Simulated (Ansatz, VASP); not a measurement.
## H in VASP and in Ansatz

INCAR

```
SYSTEM = H
ALGO = Normal
EDIFF = 1E-6
ENCUT = 520
GGA = PE
ISIF = 2
ISMEAR = 0
IVDW = 12
LASPH = .True.
LCHARG = .True.
LELF = .True.
LREAL = .False.
LVHAR = .True.
LWAVE = .False.
NBANDS = 6
NELM = 80
PREC = Accurate
SIGMA = 0.05
```

Contents of KPOINTS:

```
k-points
0
Gamma
  10 10 26
  0 0 0
```

POSCAR

```
H
1.0
    2.7158797074      0.0000000000      0.0000000000
    0.0000000000      2.7158797074      0.0000000000
    0.0000000000      0.0000000000      1.0295175660
H
1
Direct
    0.0000000000      0.0000000000      0.5000000000
```

Input for Ansatz:

```yaml
crystal:
  lattice:
    - [2.7158797074, 0.0, 0.0]
    - [0.0, 2.7158797074, 0.0]
    - [0.0, 0.0, 1.029517566]
  atoms:
    - { symbol: H, position: [0.0, 0.0, 0.5] }
basis:
  ecutwfc: 420
kpoints:
  mp_grid: { grid: [10, 10, 26] }
hamiltonian:
  xc: pbe
  dispersion: d3bj
scf:
  occupations: { method: gaussian, width: 0.05 }
output:
  forces: true
  stress: true
  eigenvalues: true
```

Change from the starting cell: strain +0.025 along x and y, +0.050 along z, atoms carried along.

Alike in both runs: task single point; functional PBE; dispersion D3(BJ); k mesh 10 × 10 × 26; occupations gaussian, width 0.05 eV; no spin polarisation.

```csv
,VASP,Ansatz
version,VASP 6.6.1,Ansatz 0.2.0
potentials or method,"VASP PAW PBE potentials, release 64 (H), cutoff 520 eV","scalar-relativistic, plane waves, PAW"
valence electrons in the cell,1,1
```

|  | VASP | Ansatz | Ansatz less VASP |
| --- | --- | --- | --- |
| gap on the k mesh at the Fermi level (eV) | none | none | - |
| pressure (GPa) | -4.4 | -4.1 | +0.27 |
| traceless stress, the component that is largest in VASP (GPa) | -9.28 | -9.23 | +0.047 |

A gap of «none» marks a metal or a gap that the smearing closes.
